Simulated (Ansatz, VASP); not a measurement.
## Two plane-wave programs on HfO2

```
Hf O
1.0
     5.08032    0.00000    0.00000
     0.00000    5.16487    0.00000
     0.00000    0.00000    4.89088
Hf O
4 8
Direct
  0.27741 0.28180 0.72793
  0.77741 0.21820 0.27207
  0.72259 0.71820 0.72793
  0.22259 0.78180 0.27207
  0.50000 0.50000 0.42438
  0.00000 0.00000 0.57562
  0.50000 0.00000 0.51095
  0.00000 0.50000 0.48905
  0.31318 0.66365 0.89547
  0.81318 0.83635 0.10453
  0.68682 0.33635 0.89547
  0.18682 0.16365 0.10453
```

Alike in both runs: task single point; functional PBE; k mesh 8 × 8 × 8; occupations gaussian, width 0.05 eV; no spin polarisation.

```csv
,VASP,Ansatz
version,VASP 6.6.1,Ansatz 0.2.0
potentials or method,"VASP PAW PBE potentials, release 64 (Hf_pv, O), cutoff 520 eV","scalar-relativistic, plane waves, PAW"
valence electrons in the cell,88,152
```

```csv
,VASP,Ansatz,Ansatz less VASP
gap on the k mesh at the Fermi level (eV),3.83,3.86,+0.031
pressure (GPa),6.5,9.9,+3.43
"traceless stress, the component that is largest in VASP (GPa)",-0.39,-0.57,-0.186
rms of the force components (eV/Å),0.043,0.081,+0.0377
```

Atom by atom the forces differ by 0.042 eV/Å (rms over components). The functional is the same, so the differences come from potentials, cutoffs and numerics. VASP's potentials hold 88 valence electrons a cell and Ansatz's 152, so a difference there can come from the potentials and not from the codes.

Spin-orbit coupling is off throughout.
